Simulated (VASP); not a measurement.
# PbO (Pmmn) in VASP: notebook

PbO is run at these levels: PBE; tasks: single point.

Program: VASP 6.6.1. These are calculated values, not measurements. Logs are shortened: lines on timing, memory, paths and dates and some standing lists are left out, and cuts for length are marked.

### 1 The cell of the first run

Symmetry: Pmmn, No. 59, orthorhombic system. The conventional cell has a = 3.855 Å, b = 4.094 Å, c = 5.022 Å, α = 90.00°, β = 90.00°, γ = 90.00°. Within 3.0 Å of Pb (site symmetry mm2) lie 4 O at 2.26 to 2.36 Å. Within 3.0 Å of O (site symmetry mm2) lie 4 Pb at 2.26 to 2.36 Å and 4 O at 2.81 Å.

### 2 Single point, PBE (strain -0.0300 x Voigt [1, -1, 0, 0, 0, 0])

The input, INCAR:

```
SYSTEM = PbO
PREC = Accurate ; ENCUT = 520
EDIFF = 1E-7 ; ISMEAR = 0
SIGMA = 0.05 ; LREAL = .FALSE.
LASPH = .TRUE. ; NELM = 60
ALGO = Normal ; ISIF = 2
LWAVE = .FALSE. ; LCHARG = .FALSE.
GGA = PE ; NBANDS = 28
```

The input, KPOINTS:

```
regular mesh
0
G
  8 8 6
  0 0 0
```

The input, POSCAR:

```
PbO
1.0
    3.8551680000      0.0000000000      0.0000000000
    0.0000000000      4.0936320000      0.0000000000
    0.0000000000      0.0000000000      5.0220000000
Pb O
2 2
Direct
    0.0000000000      0.5000000000      0.2351000000
    0.5000000000      0.0000000000      0.7649000000
    0.0000000000      0.0000000000      0.0000000000
    0.5000000000      0.5000000000      0.0000000000
```

Potentials or basis: VASP PAW PBE potentials, release 64 (Pb_d, O).

On the command line:

```console
> cat potpaw_PBE.64/Pb_d/POTCAR potpaw_PBE.64/O/POTCAR > POTCAR
> mpirun -np 1 vasp_std > vasp.out
```

OUTCAR:

```text
SYSTEM = PbO
   PREC = Accurate
   ENCUT = 520
   EDIFF = 1E-7
   ISMEAR = 0
   LREAL = .FALSE.
   LASPH = .TRUE.
   NELM = 60
   ISIF = 2
   GGA = PE

 ion  position               nearest neighbor table
   1  0.000  0.500  0.235-   4 2.26   4 2.26   3 2.36   3 2.36   2 3.67   2 3.67   2 3.67   2 3.67
                             2 3.87   2 3.87   2 3.87   2 3.87
   2  0.500  0.000  0.765-   3 2.26   3 2.26   4 2.36   4 2.36   1 3.67   1 3.67   1 3.67   1 3.67
                             1 3.87   1 3.87   1 3.87   1 3.87
   3  0.000  0.000  0.000-   2 2.26   2 2.26   1 2.36   1 2.36
   4  0.500  0.500  0.000-   1 2.26   1 2.26   2 2.36   2 2.36

  LATTYP: Found a simple orthorhombic cell.
 ALAT       =     3.8551680000
 B/A-ratio  =     1.0618556701
 C/A-ratio  =     1.3026669655

  Lattice vectors:

 A1 = (   3.8551680000,   0.0000000000,   0.0000000000)
 A2 = (   0.0000000000,   4.0936320000,   0.0000000000)
 A3 = (   0.0000000000,   0.0000000000,   5.0220000000)

Analysis of symmetry for initial positions (statically):
=====================================================================
 Subroutine PRICEL returns:
 Original cell was already a primitive cell.

 Routine SETGRP: Setting up the symmetry group for a
 simple orthorhombic supercell.

 Subroutine GETGRP returns: Found  8 space group operations
 (whereof  4 operations were pure point group operations)
 out of a pool of  8 trial point group operations.

The static configuration has the point symmetry C_2v.
 The point group associated with its full space group is D_2h.

Analysis of symmetry for dynamics (positions and initial velocities):
=====================================================================
 Subroutine PRICEL returns:
 Original cell was already a primitive cell.

 Routine SETGRP: Setting up the symmetry group for a
 simple orthorhombic supercell.

 Subroutine GETGRP returns: Found  8 space group operations
 (whereof  4 operations were pure point group operations)
 out of a pool of  8 trial point group operations.

The dynamic configuration has the point symmetry C_2v.
 The point group associated with its full space group is D_2h.

 Subroutine INISYM returns: Found  8 space group operations
 (whereof  4 operations are pure point group operations),
 and found     1 'primitive' translations

----------------------------------------------------------------------------------------

                                     Primitive cell

  volume of cell :      79.2554

  direct lattice vectors                    reciprocal lattice vectors
     3.855168000  0.000000000  0.000000000     0.259392068  0.000000000  0.000000000
     0.000000000  4.093632000  0.000000000     0.000000000  0.244281850  0.000000000
[... 94 lines left out ...]
   NFREE  =      0    steps in history (QN), initial steepest desc. (CG)
   ISIF   =      2    stress and relaxation
   ISYM   =      2    0-nonsym 1-usesym 2-fastsym
   POTIM  = 0.5000    time-step for ionic-motion
   TEBEG  =    0.0;   TEEND  =   0.0 temperature during run
   PSTRESS=    0.0 pullay stress
   NELECT =      40.0000    total number of electrons
   NUPDOWN=      -1.0000    fix difference up-down
   EMIN   =  10.00;   EMAX   =-10.00  energy-range for DOS
   EFERMI =   0.00;   METHOD = LEGACY
   ISMEAR =     0;   SIGMA  =   0.05  broadening in eV -4-tet -1-fermi 0-gaus
   EFERMI_NEDOS =   21; number of points for ismear=-14 and -15
   IALGO  =     38    algorithm
   IMIX   =      4    mixing-type and parameters
     AMIX     =   0.40;   BMIX     =  1.00
     AMIX_MAG =   1.60;   BMIX_MAG =  1.00
  volume/ion in A,a.u.               =      19.81       133.71
  Fermi-wavevector in a.u.,A,eV,Ry     =   1.303423  2.463111 23.115078  1.698910
  Thomas-Fermi vector in A             =   2.434426
   LORBIT       =      0    0 simple, 1 ext, 2 COOP (PROOUT), +10 PAW based schemes
   GGA     = PE    functional components
   LHFCALC =     F    Hartree Fock is set to
   AEXX    =    0.0000 exact exchange contribution
   IVDW    =     0    specifies the selected vdW correction
   LEPSILON=     F    determine dielectric tensor
   LRPA    =     F    only Hartree local field effects (RPA)
 non-spin polarized calculation
 Gauss-broadening in eV      SIGMA  =   0.05
  energy-cutoff  :      520.00
  volume of cell :       79.26
 maximum number of plane-waves:      2162
 NGX is ok and might be reduce to    30
   NGX = 15   NGY = 15   NGZ = 19

 number of electron      39.9999998 magnetization

 Free energy of the ion-electron system (eV)
  ---------------------------------------------------
  ext. energy  EPLUGINS =         0.00000000
  ---------------------------------------------------
  free energy    TOTEN  =       -21.37329319 eV

  energy without entropy =      -21.37329319  energy(sigma->0) =      -21.37329319

 E-fermi :   5.4733     XC(G=0):  -9.8407

 val. band max:        5.2167946357   @ k =   0.1250   0.0000   0.0000
 cond. band min:       6.4418977639   @ k =   0.5000   0.5000   0.0000
 fundamental gap:      1.2251031283
 Fermi energy:         5.4733312037

 k-point     1 :       0.0000    0.0000    0.0000
  band No.  band energies     occupation
      1     -13.3153      2.00000
      2     -12.7646      2.00000
      3     -10.8525      2.00000
      4     -10.8512      2.00000
      5     -10.7871      2.00000
      6     -10.7615      2.00000
[... 733 lines left out ...]
     27      13.6871      0.00000
     28      13.6871      0.00000

 [... further k-points ...]

------------------------ aborting loop because EDIFF is reached ----------------------------------------

  FORCE on cell =-STRESS in cart. coord.  units (eV):
  Direction    XX          YY          ZZ          XY          YZ          ZX
  --------------------------------------------------------------------------------------
  -------------------------------------------------------------------------------------
  Total        3.9797446      1.6192505      2.3198237      0.0000000      0.0000000      0.0000000
  in kB       80.4520234     32.7337541     46.8961027      0.0000000      0.0000000      0.0000000
  external PRESSURE =      53.3606267 kB  Pullay stress =       0.0000000 kB

 VOLUME and BASIS-vectors are now :
 -----------------------------------------------------------------------------
  energy-cutoff  :      520.00
  volume of cell :       79.26
      direct lattice vectors                 reciprocal lattice vectors
     3.855168000  0.000000000  0.000000000     0.259392068  0.000000000  0.000000000
     0.000000000  4.093632000  0.000000000     0.000000000  0.244281850  0.000000000
     0.000000000  0.000000000  5.022000000     0.000000000  0.000000000  0.199123855

 POSITION                                       TOTAL-FORCE (eV/Angst)
 -----------------------------------------------------------------------------------
      0.00000      2.04682      1.18067         0.000000      0.000000      0.580377
      1.92758      0.00000      3.84133         0.000000      0.000000     -0.580377
      0.00000      0.00000      0.00000         0.000000      0.000000      0.525518
      1.92758      2.04682      0.00000         0.000000      0.000000     -0.525518
 -----------------------------------------------------------------------------------
    total drift:                                0.000000      0.000000     -0.000000

  FREE ENERGIE OF THE ION-ELECTRON SYSTEM (eV)
  ---------------------------------------------------
  free  energy   TOTEN  =       -21.3732931883 eV

  energy  without entropy=      -21.3732931883  energy(sigma->0) =      -21.37329319
```

stdout:

```text
POSCAR found type information on POSCAR PbO
 POSCAR found :  2 types and       4 ions
 scaLAPACK will be used
 LDA part: xc-table for (Slater+PW92), standard interpolation
 POSCAR, INCAR and KPOINTS ok, starting setup
 FFT: planning ... GRIDC
 FFT: planning ... GRID_SOFT
 FFT: planning ... GRID
 WAVECAR not read
 entering main loop
```

It took 5.1 min on 1 thread of Intel Xeon 8259CL, shared host; peak memory 0.31 GiB.

What came out:

```
Free energy            : -21.3733 eV
Pressure               : 5.3 GPa
Largest force          : 0.580 eV/Å
Band gap on the k mesh : 1.23 eV (least direct gap 2.35 eV)
```

Forces on the atoms (eV/Å):
```
Pb   0.000  0.000  0.580
Pb   0.000  0.000 -0.580
O    0.000  0.000  0.526
O    0.000  0.000 -0.526
```

Stress tensor (GPa, compression positive):
```
8.05 0.00 0.00
0.00 3.27 0.00
0.00 0.00 4.69
```

Caveat: the cell differs from its parent crystal (strain -0.0300 x Voigt [1, -1, 0, 0, 0, 0]); the cell stands under pressure; spin-orbit coupling is left out, which moves the levels of the heavy elements. A k mesh can miss the band edges.

### 3 Single point, PBE (strain +0.0150 x Voigt [1, -1, 0, 0, 0, 0])

The input, INCAR:

```
PREC = Accurate ; ENCUT = 520
EDIFF = 1E-6 ; ISMEAR = 0
SIGMA = 0.05 ; LREAL = False
LASPH = True ; NELM = 80
ALGO = Normal ; ISIF = 2
LWAVE = False ; LCHARG = False
GGA = PE ; NBANDS = 28
```

The input, KPOINTS:

```
regular mesh
0
Gamma
  8 8 6
```

Changes to POSCAR since step 2:

```diff
@@ -2,4 +2,4 @@
 1.0
-    3.8551680000      0.0000000000      0.0000000000
-    0.0000000000      4.0936320000      0.0000000000
+    4.0340160000      0.0000000000      0.0000000000
+    0.0000000000      3.9147840000      0.0000000000
     0.0000000000      0.0000000000      5.0220000000
```

Potentials or basis: VASP PAW PBE potentials, release 64 (Pb_d, O).

On the command line:

```console
> cat potpaw_PBE.64/Pb_d/POTCAR potpaw_PBE.64/O/POTCAR > POTCAR
> mpirun -np 1 vasp_std > vasp.out
```

It took 5.7 min on 1 thread of Intel Xeon 8259CL, shared host; peak memory 0.31 GiB.

It converged, with:

```yaml
Free_energy: -21.4016 eV
Pressure: 5.0 GPa
Largest_force: 0.517 eV/Å
Band_gap_on_the_k_mesh: 1.23 eV (least direct gap 2.33 eV)
```

Forces on the atoms (eV/Å):
```
Pb   0.000  0.000  0.517
Pb   0.000  0.000 -0.517
O    0.000  0.000 -0.261
O    0.000  0.000  0.261
```

Stress tensor (GPa, compression positive):
```
4.19 0.00 0.00
0.00 6.56 0.00
0.00 0.00 4.38
```

Levels at points of the mesh, in eV from the valence-band top:
```tsv
k point	band 16	band 17	band 18	band 19	band 20	band 21	band 22	band 23	band 24	band 25
(0.00, 0.00, 0.00)	-4.27	-1.79	-1.75	-1.66	-0.02	2.36	5.43	5.45	5.91	6.37
(0.50, 0.00, 0.00)	-3.24	-3.07	-3.07	-1.68	-1.68	3.36	3.36	6.46	6.46	6.92
(0.00, 0.50, 0.00)	-3.27	-3.07	-3.07	-1.68	-1.68	3.41	3.41	6.53	6.53	6.64
(0.50, 0.50, 0.00)	-3.49	-1.67	-1.67	-1.10	-1.10	1.23	1.23	5.30	5.30	7.86
(0.00, 0.00, 0.50)	-4.12	-1.82	-1.79	-1.68	-0.97	1.94	3.77	4.26	4.31	8.54
(0.50, 0.00, 0.50)	-3.70	-3.04	-3.04	-0.98	-0.98	2.99	2.99	6.55	6.55	7.28
(0.00, 0.50, 0.50)	-3.76	-3.04	-3.04	-1.06	-1.06	3.15	3.15	6.17	6.17	7.43
(0.50, 0.50, 0.50)	-3.93	-2.24	-2.24	-1.10	-1.10	3.47	3.47	4.73	4.73	5.75
```

Caveat: the cell differs from its parent crystal (strain +0.0150 x Voigt [1, -1, 0, 0, 0, 0]); the cell stands under pressure; spin-orbit coupling is left out, which moves the levels of the heavy elements.

### 4 Single point, PBE (strain +0.0225 x Voigt [1, -1, 0, 0, 0, 0])

The input, INCAR:

```
PREC = Accurate
ENCUT = 520
EDIFF = 1E-6
ISMEAR = 0
SIGMA = 0.05
LREAL = F
LASPH = T
NELM = 60
ALGO = Normal
ISIF = 2
LWAVE = F
LCHARG = F
GGA = PE
NBANDS = 28
```

The input, KPOINTS:

```
Automatic mesh
0
Gamma
  8 8 6
```

Changes to POSCAR since step 3:

```diff
@@ -2,4 +2,4 @@
 1.0
-    4.0340160000      0.0000000000      0.0000000000
-    0.0000000000      3.9147840000      0.0000000000
+    4.0638240000      0.0000000000      0.0000000000
+    0.0000000000      3.8849760000      0.0000000000
     0.0000000000      0.0000000000      5.0220000000
```

On the command line:

```console
> cat potpaw_PBE.64/Pb_d/POTCAR potpaw_PBE.64/O/POTCAR > POTCAR
> mpirun -np 1 vasp_std > vasp.out
```

Run time: 6.1 min. Hardware: 1 thread of Intel Xeon 8259CL, shared host; peak memory 0.31 GiB.

Results (log left out):

```
Free energy            : -21.3899 eV
Pressure               : 5.2 GPa
Largest force          : 0.544 eV/Å
Band gap on the k mesh : 1.23 eV (least direct gap 2.33 eV)
```

Forces on the atoms (eV/Å):
```
Pb   0.000  0.000  0.544
Pb   0.000  0.000 -0.544
O    0.000  0.000 -0.392
O    0.000  0.000  0.392
```

Stress tensor (GPa, compression positive):
```
3.71 0.00 0.00
0.00 7.27 0.00
0.00 0.00 4.51
```

Levels at points of the mesh, in eV from the valence-band top:
```tsv
k point	band 17	band 18	band 19	band 20	band 21	band 22	band 23	band 24
(0.00, 0.00, 0.00)	-1.83	-1.77	-1.64	-0.03	2.36	5.33	5.42	6.02
(0.50, 0.00, 0.00)	-3.08	-3.08	-1.69	-1.69	3.34	3.34	6.42	6.42
(0.00, 0.50, 0.00)	-3.08	-3.08	-1.68	-1.68	3.42	3.42	6.43	6.43
(0.50, 0.50, 0.00)	-1.68	-1.68	-1.11	-1.11	1.23	1.23	5.30	5.30
(0.00, 0.00, 0.50)	-1.86	-1.79	-1.66	-0.98	1.95	3.64	4.25	4.45
(0.50, 0.00, 0.50)	-3.05	-3.05	-0.97	-0.97	2.94	2.94	6.64	6.64
(0.00, 0.50, 0.50)	-3.05	-3.05	-1.09	-1.09	3.19	3.19	6.08	6.08
(0.50, 0.50, 0.50)	-2.25	-2.25	-1.12	-1.12	3.46	3.46	4.72	4.72
```

Caveat: the cell differs from its parent crystal (strain +0.0225 x Voigt [1, -1, 0, 0, 0, 0]); the cell stands under pressure; spin-orbit coupling is left out, which moves the levels of the heavy elements.

### 5 Single point, PBE (strain +0.0075 x Voigt [1, -1, 0, 0, 0, 0])

The input, INCAR:

```
  ALGO = Normal
  EDIFF = 1E-7
  ENCUT = 520
  GGA = PE
  ISIF = 2
  ISMEAR = 0
  LASPH = True
  LCHARG = False
  LREAL = False
  LWAVE = False
  NBANDS = 28
  NELM = 60
  PREC = Accurate
  SIGMA = 0.05
```

The input, KPOINTS:

```
k-points
0
Gamma
  8 8 6
```

Changes to POSCAR since step 4:

```diff
@@ -2,4 +2,4 @@
 1.0
-    4.0638240000      0.0000000000      0.0000000000
-    0.0000000000      3.8849760000      0.0000000000
+    4.0042080000      0.0000000000      0.0000000000
+    0.0000000000      3.9445920000      0.0000000000
     0.0000000000      0.0000000000      5.0220000000
```

On the command line:

```console
> cat potpaw_PBE.64/Pb_d/POTCAR potpaw_PBE.64/O/POTCAR > POTCAR
> mpirun -np 1 vasp_std > vasp.out
```

Run time: 6.2 min. Hardware: 1 thread of Intel Xeon 8259CL, shared host; peak memory 0.31 GiB.

The run converged. Its results:

| Item | Value |
| --- | --- |
| Free energy | -21.4087 eV |
| Pressure | 5.0 GPa |
| Largest force | 0.501 eV/Å |
| Band gap on the k mesh | 1.24 eV (least direct gap 2.32 eV) |

Forces on the atoms (eV/Å):
```
Pb   0.000  0.000  0.501
Pb   0.000  0.000 -0.501
O    0.000  0.000 -0.130
O    0.000  0.000  0.130
```

Stress tensor (GPa, compression positive):
```
4.72 0.00 0.00
0.00 5.90 0.00
0.00 0.00 4.31
```

Levels at points of the mesh, in eV from the valence-band top:
| k point | band 17 | band 18 | band 19 | band 20 | band 21 | band 22 | band 23 | band 24 |
| --- | --- | --- | --- | --- | --- | --- | --- | --- |
| (0.00, 0.00, 0.00) | -1.75 | -1.74 | -1.68 | -0.02 | 2.36 | 5.44 | 5.57 | 5.80 |
| (0.50, 0.00, 0.00) | -3.07 | -3.07 | -1.67 | -1.67 | 3.38 | 3.38 | 6.51 | 6.51 |
| (0.00, 0.50, 0.00) | -3.06 | -3.06 | -1.67 | -1.67 | 3.41 | 3.41 | 6.60 | 6.60 |
| (0.50, 0.50, 0.00) | -1.67 | -1.67 | -1.09 | -1.09 | 1.24 | 1.24 | 5.30 | 5.30 |
| (0.00, 0.00, 0.50) | -1.78 | -1.78 | -1.71 | -0.96 | 1.94 | 3.91 | 4.18 | 4.27 |
| (0.50, 0.00, 0.50) | -3.03 | -3.03 | -0.99 | -0.99 | 3.04 | 3.04 | 6.45 | 6.45 |
| (0.00, 0.50, 0.50) | -3.03 | -3.03 | -1.03 | -1.03 | 3.12 | 3.12 | 6.27 | 6.27 |
| (0.50, 0.50, 0.50) | -2.24 | -2.24 | -1.09 | -1.09 | 3.48 | 3.48 | 4.73 | 4.73 |

Caveat: the cell differs from its parent crystal (strain +0.0075 x Voigt [1, -1, 0, 0, 0, 0]); the cell stands under pressure; spin-orbit coupling is left out, which moves the levels of the heavy elements. A k mesh can miss the band edges.

### 6 Summary

```csv
cell,gap on the mesh (eV),pressure (GPa),largest force (eV/Å)
"a = 3.855, b = 4.094, c = 5.022 Å, 4 atoms",1.23,5.3,0.58
"a = 4.034, b = 3.915, c = 5.022 Å, 4 atoms",1.23,5.0,0.52
"a = 4.064, b = 3.885, c = 5.022 Å, 4 atoms",1.23,5.2,0.54
"a = 4.004, b = 3.945, c = 5.022 Å, 4 atoms",1.24,5.0,0.50
```

Alike in all rows: task single point; level PBE; potentials or basis VASP PAW PBE potentials, release 64 (Pb_d, O); no spin polarisation; k mesh 8 × 8 × 6; cutoff (eV) 520; smearing gaussian 0.05 eV.

Caveats: the cell stands under pressure; spin-orbit coupling is left out, which moves the levels of the heavy elements.

Total energies depend on the potentials used, so only differences within one code and one set of settings carry meaning.
